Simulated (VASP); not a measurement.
# Zr in VASP: further runs

Zr is run at these levels: LDA; tasks: single point.

All numbers are computed with VASP 6.6.1; they aren't measurements. Logs are shortened: lines on timing, memory, paths and dates and some standing lists are left out, and cuts for length are marked.

**1. The cell of the first run**

The cell holds a slab with vacuum, 2 atoms: a = 3.144 Å, b = 3.144 Å, c = 13.301 Å, α = 90.00°, β = 90.00°, γ = 120.00°.

**2. Single point, LDA**

Input file INCAR:

```
SYSTEM = Zr
PREC = Accurate
ENCUT = 520
EDIFF = 1E-7
ISMEAR = -1
SIGMA = 0.1
LREAL = .FALSE.
LASPH = .TRUE.
NELM = 100
ALGO = Normal
ISIF = 2
LWAVE = .FALSE.
LCHARG = .FALSE.
LDIPOL = .TRUE.
IDIPOL = 3
DIPOL = 0.5 0.5 0.500
NBANDS = 19
```

Input file KPOINTS:

```
regular mesh
0
G
  15 15 1
  0 0 0
```

Input file POSCAR:

```
Zr
1.0
    3.1435815868      0.0000000000      0.0000000000
   -1.5717907934      2.7224215131      0.0000000000
    0.0000000000      0.0000000000     13.3008000000
Zr
2
Direct
    0.8333333333      0.1666666667      0.4135072605
    0.1666666667      0.8333333333      0.5864927395
```

Potentials or basis: VASP PAW LDA potentials, release 64 (Zr_sv).

Started as:

```bash
$ cat potpaw_LDA.64/Zr_sv/POTCAR > POTCAR
$ mpirun -np 1 vasp_std > vasp.out
```

OUTCAR:

```text
SYSTEM = Zr
   PREC = Accurate
   ENCUT = 520
   EDIFF = 1E-7
   ISMEAR = -1
   LREAL = .FALSE.
   LASPH = .TRUE.
   NELM = 100
   ISIF = 2

 ion  position               nearest neighbor table
   1  0.833  0.167  0.414-   2 2.93   2 2.93   2 2.93
   2  0.167  0.833  0.586-   1 2.93   1 2.93   1 2.93

  LATTYP: Found a hexagonal cell.
 ALAT       =     3.1435815868
 C/A-ratio  =     4.2310974386

  Lattice vectors:

 A1 = (   3.1435815868,   0.0000000000,   0.0000000000)
 A2 = (  -1.5717907934,   2.7224215131,   0.0000000000)
 A3 = (   0.0000000000,   0.0000000000,  13.3008000000)

Analysis of symmetry for initial positions (statically):
=====================================================================
 Subroutine PRICEL returns:
 Original cell was already a primitive cell.

 Routine SETGRP: Setting up the symmetry group for a
 hexagonal supercell.

 Subroutine GETGRP returns: Found 12 space group operations
 (whereof  4 operations were pure point group operations)
 out of a pool of 24 trial point group operations.

The static configuration has the point symmetry C_2h.
 The point group associated with its full space group is D_3d.

Analysis of symmetry for dynamics (positions and initial velocities):
=====================================================================
 Subroutine PRICEL returns:
 Original cell was already a primitive cell.

 Routine SETGRP: Setting up the symmetry group for a
 hexagonal supercell.

 Subroutine GETGRP returns: Found 12 space group operations
 (whereof  4 operations were pure point group operations)
 out of a pool of 24 trial point group operations.

The dynamic configuration has the point symmetry C_2h.
 The point group associated with its full space group is D_3d.

 Subroutine INISYM returns: Found 12 space group operations
 (whereof  4 operations are pure point group operations),
 and found     1 'primitive' translations

----------------------------------------------------------------------------------------

                                     Primitive cell

  volume of cell :     113.8303

  direct lattice vectors                    reciprocal lattice vectors
     3.143581587  0.000000000  0.000000000     0.318108493  0.183660024  0.000000000
    -1.571790793  2.722421513  0.000000000     0.000000000  0.367320048  0.000000000
     0.000000000  0.000000000 13.300800000     0.000000000  0.000000000  0.075183448

  length of vectors
     3.143581587  3.143581587 13.300800000     0.367320048  0.367320048  0.075183448

[... 85 lines left out ...]
   NFREE  =      0    steps in history (QN), initial steepest desc. (CG)
   ISIF   =      2    stress and relaxation
   ISYM   =      2    0-nonsym 1-usesym 2-fastsym
   POTIM  = 0.5000    time-step for ionic-motion
   TEBEG  =    0.0;   TEEND  =   0.0 temperature during run
   PSTRESS=    0.0 pullay stress
   NELECT =      24.0000    total number of electrons
   NUPDOWN=      -1.0000    fix difference up-down
   EMIN   =  10.00;   EMAX   =-10.00  energy-range for DOS
   EFERMI =   0.00;   METHOD = LEGACY
   ISMEAR =    -1;   SIGMA  =   0.10  broadening in eV -4-tet -1-fermi 0-gaus
   EFERMI_NEDOS =   21; number of points for ismear=-14 and -15
   IALGO  =     38    algorithm
   IMIX   =      4    mixing-type and parameters
     AMIX     =   0.40;   BMIX     =  1.00
     AMIX_MAG =   1.60;   BMIX_MAG =  1.00
  volume/ion in A,a.u.               =      56.92       384.08
  Fermi-wavevector in a.u.,A,eV,Ry     =   0.974375  1.841301 12.917451  0.949406
  Thomas-Fermi vector in A             =   2.104829
   LORBIT       =      0    0 simple, 1 ext, 2 COOP (PROOUT), +10 PAW based schemes
   GGA     = CA    functional components
   LHFCALC =     F    Hartree Fock is set to
   AEXX    =    0.0000 exact exchange contribution
   IVDW    =     0    specifies the selected vdW correction
   LEPSILON=     F    determine dielectric tensor
   LRPA    =     F    only Hartree local field effects (RPA)
 non-spin polarized calculation
  energy-cutoff  :      520.00
  volume of cell :      113.83
 maximum number of plane-waves:      3082
 NGX is ok and might be reduce to    24
   NGX = 11   NGY = 11   NGZ = 49

 dipolmoment           0.000000      0.000000      0.000000 electrons x Angstroem

 number of electron      24.0000000 magnetization

 dipolmoment           0.000000      0.000000     -0.000000 electrons x Angstroem

 Free energy of the ion-electron system (eV)
  ---------------------------------------------------
  ext. energy  EPLUGINS =         0.00000000
  ---------------------------------------------------
  free energy    TOTEN  =       -16.76542889 eV

  energy without entropy =      -16.65608753  energy(sigma->0) =      -16.71075821

 E-fermi :   1.1883     XC(G=0):  -5.8383

 val. band max:        1.1322103411   @ k =   0.0667   0.0667   0.0000
 cond. band min:       1.1971505070   @ k =   0.4000  -0.0000   0.0000
 fundamental gap:      0.0649401659
 Fermi energy:         1.1883346531

 k-point     1 :       0.0000    0.0000    0.0000
  band No.  band energies     occupation
      1     -47.4310      2.00000
      2     -47.2325      2.00000
      3     -26.0844      2.00000
      4     -25.1400      2.00000
      5     -25.1159      2.00000
      6     -25.1159      2.00000
[... 505 lines left out ...]
      6     -25.4153      2.00000
[... 11 lines left out ...]
     18       5.1987      0.00000
     19       7.6755      0.00000

 [... further k-points ...]

------------------------ aborting loop because EDIFF is reached ----------------------------------------

 vacuum level on the upper side and lower side of the slab       (xc-potential included)        -0.510        -0.510

  FORCE on cell =-STRESS in cart. coord.  units (eV):
  Direction    XX          YY          ZZ          XY          YZ          ZX
  --------------------------------------------------------------------------------------
  -------------------------------------------------------------------------------------
  Total       -0.5653612     -0.5653612      0.0110855      0.0000000      0.0000000      0.0000000
  in kB       -7.9575384     -7.9575384      0.1560295      0.0000000      0.0000000      0.0000000
  external PRESSURE =      -5.2530158 kB  Pullay stress =       0.0000000 kB

 VOLUME and BASIS-vectors are now :
 -----------------------------------------------------------------------------
  energy-cutoff  :      520.00
  volume of cell :      113.83
      direct lattice vectors                 reciprocal lattice vectors
     3.143581587  0.000000000  0.000000000     0.318108493  0.183660024  0.000000000
    -1.571790793  2.722421513  0.000000000     0.000000000  0.367320048  0.000000000
     0.000000000  0.000000000 13.300800000     0.000000000  0.000000000  0.075183448

 POSITION                                       TOTAL-FORCE (eV/Angst)
 -----------------------------------------------------------------------------------
      2.35769      0.45374      5.49998        -0.000000      0.000000     -0.009780
     -0.78590      2.26868      7.80082         0.000000      0.000000      0.009780
 -----------------------------------------------------------------------------------
    total drift:                                0.000000      0.000000     -0.000000

  FREE ENERGIE OF THE ION-ELECTRON SYSTEM (eV)
  ---------------------------------------------------
  free  energy   TOTEN  =       -16.7654288945 eV

  energy  without entropy=      -16.6560875344  energy(sigma->0) =      -16.71075821

 vacuum level on the upper side and lower side of the slab         5.021         5.021
```

It took 27 s on 1 thread of Intel Xeon 6975P-C (Granite Rapids), shared host; peak memory 0.2 GiB.

Results:

```
Free energy            : -16.7654 eV
Largest force          : 0.010 eV/Å
Band gap on the k mesh : zero (bands 12 and 13 overlap by 0.67 eV)
```

Forces on the atoms (eV/Å):
```
Zr   0.000  0.000 -0.010
Zr   0.000  0.000  0.010
```

**3. Single point, LDA**

This run uses another cell than the first one.

INCAR: that of step 2 with these lines changed.

```diff
@@ -3,3 +3,3 @@
 ENCUT = 520
-EDIFF = 1E-7
+EDIFF = 1E-6
 ISMEAR = -1
@@ -8,3 +8,3 @@
 LASPH = .TRUE.
-NELM = 100
+NELM = 60
 ALGO = Normal
```

Input file KPOINTS:

```
Automatic mesh
0
G
  15 15 1
  0 0 0
```

Input file POSCAR:

```
Zr
1.0
    3.1435815868      0.0000000000      0.0000000000
   -1.5717907934      2.7224215131      0.0000000000
    0.0000000000      0.0000000000     18.5467000000
Zr
2
Direct
    0.8333333330      0.1666666670      0.4313446917
    0.1666666670      0.8333333330      0.5686553083
```

Potentials or basis: VASP PAW LDA potentials, release 64 (Zr_sv).

Started as:

```bash
$ cat potpaw_LDA.64/Zr_sv/POTCAR > POTCAR
$ mpirun -np 1 vasp_std > vasp.out
```

It took 35 s on 1 thread of Intel Xeon 6975P-C (Granite Rapids), shared host; peak memory 0.24 GiB.

The run converged. Its results:

* Free energy: -16.6549 eV
* Largest force: 0.795 eV/Å
* Band gap on the k mesh: zero (bands 12 and 13 overlap by 0.61 eV)

Forces on the atoms (eV/Å):
```
Zr   0.000  0.000  0.795
Zr   0.000  0.000 -0.795
```

Levels at points of the mesh, in eV from the Fermi level:
| k point | band 10 | band 11 | band 12 | band 13 | band 14 | band 15 |
| --- | --- | --- | --- | --- | --- | --- |
| (0.00, 0.00, 0.00) | -3.38 | -0.20 | 0.15 | 0.86 | 0.93 | 0.93 |

**4. Single point, LDA**

This run uses another cell than the first one.

Input file INCAR:

```
PREC     = Accurate       # precision mode
ENCUT    = 520            # plane-wave cutoff, eV
EDIFF    = 1E-6           # SCF threshold, eV
ISMEAR   = -1             # smearing method
SIGMA    = 0.1            # smearing width, eV
LREAL    = False          # projectors in reciprocal space
LASPH    = True           # aspherical terms in the spheres
NELM     = 60             # most SCF steps
ALGO     = Normal         # electronic algorithm
ISIF     = 2              # what is computed and relaxed
LWAVE    = False          # write WAVECAR
LCHARG   = False          # write CHGCAR
LDIPOL   = True         
IDIPOL   = 3            
DIPOL    = 0.5 0.5 0.500
NBANDS   = 19             # bands
```

Input file KPOINTS:

```
Automatic mesh
0
Gamma
  15 15 1
```

Input file POSCAR:

```
Zr
1.0
    3.1435815868      0.0000000000      0.0000000000
   -1.5717907934      2.7224215131      0.0000000000
    0.0000000000      0.0000000000     18.5467000000
Zr
2
Direct
    0.8333333333      0.1666666667      0.4379715729
    0.1666666667      0.8333333333      0.5620284271
```

Potentials or basis: VASP PAW LDA potentials, release 64 (Zr_sv).

Started as:

```bash
$ cat potpaw_LDA.64/Zr_sv/POTCAR > POTCAR
$ mpirun -np 1 vasp_std > vasp.out
```

OUTCAR:

```text
PREC = Accurate
   ENCUT = 520
   EDIFF = 1E-6
   ISMEAR = -1
   LREAL = False
   LASPH = True
   NELM = 60
   ISIF = 2

 ion  position               nearest neighbor table
   1  0.833  0.167  0.438-   2 2.93   2 2.93   2 2.93
   2  0.167  0.833  0.562-   1 2.93   1 2.93   1 2.93

  LATTYP: Found a hexagonal cell.
 ALAT       =     3.1435815868
 C/A-ratio  =     5.8998627800

  Lattice vectors:

 A1 = (   3.1435815868,   0.0000000000,   0.0000000000)
 A2 = (  -1.5717907934,   2.7224215131,   0.0000000000)
 A3 = (   0.0000000000,   0.0000000000,  18.5467000000)

Analysis of symmetry for initial positions (statically):
=====================================================================
 Subroutine PRICEL returns:
 Original cell was already a primitive cell.

 Routine SETGRP: Setting up the symmetry group for a
 hexagonal supercell.

 Subroutine GETGRP returns: Found 12 space group operations
 (whereof  4 operations were pure point group operations)
 out of a pool of 24 trial point group operations.

The static configuration has the point symmetry C_2h.
 The point group associated with its full space group is D_3d.

Analysis of symmetry for dynamics (positions and initial velocities):
[... 168 lines left out ...]
 fundamental gap:      0.0634460853
 Fermi energy:        -0.3780524628

 k-point     1 :       0.0000    0.0000    0.0000
  band No.  band energies     occupation
      1     -48.9976      2.00000
      2     -48.7991      2.00000
      3     -27.6511      2.00000
      4     -26.7067      2.00000
      5     -26.6825      2.00000
      6     -26.6825      2.00000
[... 505 lines left out ...]
      6     -26.9819      2.00000
[... 11 lines left out ...]
     18       3.6324      0.00000
     19       6.1106      0.00000

 [... further k-points ...]

------------------------ aborting loop because EDIFF is reached ----------------------------------------

 vacuum level on the upper side and lower side of the slab       (xc-potential included)        -0.168        -0.168

  FORCE on cell =-STRESS in cart. coord.  units (eV):
  Direction    XX          YY          ZZ          XY          YZ          ZX
  --------------------------------------------------------------------------------------
  -------------------------------------------------------------------------------------
  Total       -0.5652902     -0.5652902      0.0063170      0.0000000     -0.0000000     -0.0000000
  in kB       -5.7060459     -5.7060459      0.0637640      0.0000000     -0.0000000     -0.0000000
  external PRESSURE =      -3.7827760 kB  Pullay stress =       0.0000000 kB

 VOLUME and BASIS-vectors are now :
 -----------------------------------------------------------------------------
  energy-cutoff  :      520.00
  volume of cell :      158.73
      direct lattice vectors                 reciprocal lattice vectors
     3.143581587  0.000000000  0.000000000     0.318108493  0.183660024  0.000000000
    -1.571790793  2.722421513  0.000000000     0.000000000  0.367320048  0.000000000
     0.000000000  0.000000000 18.546700000     0.000000000  0.000000000  0.053917948

 POSITION                                       TOTAL-FORCE (eV/Angst)
 -----------------------------------------------------------------------------------
      2.35769      0.45374      8.12293         0.000000     -0.000000     -0.010527
     -0.78590      2.26868     10.42377        -0.000000      0.000000      0.010527
 -----------------------------------------------------------------------------------
    total drift:                               -0.000000     -0.000000     -0.000000

  FREE ENERGIE OF THE ION-ELECTRON SYSTEM (eV)
  ---------------------------------------------------
  free  energy   TOTEN  =       -16.7664634752 eV

  energy  without entropy=      -16.6571952557  energy(sigma->0) =      -16.71182937

 vacuum level on the upper side and lower side of the slab         3.874         3.874
```

OSZICAR:

```text
N       E                     dE             d eps       ncg     rms          rms(c)
DAV:   1     0.195983968072E+03    0.19598E+03   -0.12473E+04  1242   0.105E+03
DAV:   2    -0.619254470071E+00   -0.19660E+03   -0.19394E+03  1377   0.305E+02
[... 12 lines left out ...]
DAV:  15    -0.167663471821E+02   -0.83537E-04   -0.23445E-05  1045   0.104E-02    0.319E-03
DAV:  16    -0.167663895888E+02   -0.42407E-04   -0.12052E-05  1100   0.731E-03    0.180E-03
DAV:  17    -0.167664241652E+02   -0.34576E-04   -0.22026E-06  1020   0.345E-03    0.109E-03
DAV:  18    -0.167664565723E+02   -0.32407E-04   -0.45514E-06   938   0.328E-03    0.331E-04
DAV:  19    -0.167664632511E+02   -0.66788E-05   -0.11007E-06  1122   0.148E-03    0.147E-04
DAV:  20    -0.167664634752E+02   -0.22404E-06   -0.74974E-09   744   0.341E-04
   1 F= -.16766463E+02 E0= -.16711829E+02  d E =-.109268E+00
```

stdout:

```text
POSCAR found type information on POSCAR Zr
 POSCAR found :  1 types and       2 ions
 scaLAPACK will be used
 LDA part: xc-table for (Slater(with rela. corr.)+CA(PZ))
 , standard interpolation
 POSCAR, INCAR and KPOINTS ok, starting setup
 FFT: planning ... GRIDC
 FFT: planning ... GRID_SOFT
 FFT: planning ... GRID
 WAVECAR not read
 entering main loop
```

Run time: 34 s. Hardware: 1 thread of Intel Xeon 6975P-C (Granite Rapids), shared host; peak memory 0.24 GiB.

What came out:

| Quantity | Value |
| --- | --- |
| Free energy | -16.7665 eV |
| Largest force | 0.011 eV/Å |
| Band gap on the k mesh | zero (bands 12 and 13 overlap by 0.68 eV) |

Forces on the atoms (eV/Å):
```
Zr   0.000  0.000 -0.011
Zr   0.000  0.000  0.011
```

**5. Overview**

```csv
cell,gap on the mesh (eV),largest force (eV/Å)
"a = 3.144, b = 3.144, c = 13.301 Å, angles 90.0, 90.0, 120.0°, 2 atoms, atomic positions A",none,0.01
"a = 3.144, b = 3.144, c = 18.547 Å, angles 90.0, 90.0, 120.0°, 2 atoms, atomic positions B",none,0.80
"a = 3.144, b = 3.144, c = 18.547 Å, angles 90.0, 90.0, 120.0°, 2 atoms, atomic positions A",none,0.01
```

Alike in all rows: task single point; level LDA; potentials or basis VASP PAW LDA potentials, release 64 (Zr_sv); no spin polarisation; k mesh 15 × 15 × 1; cutoff (eV) 520; smearing fermi-dirac 0.1 eV.

Absolute energies hang on the potentials; compare differences alone.

The gap in the log of VASP goes by the Fermi energy; the results here count the filled bands.